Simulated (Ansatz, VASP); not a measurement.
**One calculation of Pd, two programs**

```
Pd
1.0
     2.83949    0.00000    0.00000
    -1.41975    2.45907    0.00000
     0.00000    0.00000    9.35756
Pd
4
Direct
  0.00000 0.00000 0.00000
  0.00000 0.00000 0.50000
  0.33333 0.66667 0.25000
  0.66667 0.33333 0.75000
```

Alike in both runs: task single point; functional revPBE; k mesh 15 × 15 × 4; occupations fermi-dirac, width 0.1 eV; no spin polarisation.

```csv
,VASP,Ansatz
version,VASP 6.6.1,Ansatz 0.2.0
potentials or method,"VASP PAW PBE potentials, release 64 (Pd), cutoff 520 eV","plane waves (420 eV) with PAW, scalar-relativistic"
valence electrons in the cell,40,72
```

Ansatz gave:

```
pressure (GPa)                                                : -5.3
traceless stress, the component that is largest in VASP (GPa) : -0.11
```

Problem. Estimate VASP's values.

Solution. Pressure (GPa): -5.5; traceless stress, the component that is largest in VASP (GPa): -0.12.

VASP's potentials were made for PBE, not for revPBE. The functional is the same, so the differences come from potentials, cutoffs and numerics. VASP's potentials hold 40 valence electrons a cell and Ansatz's 72, so a difference there can come from the potentials and not from the codes.
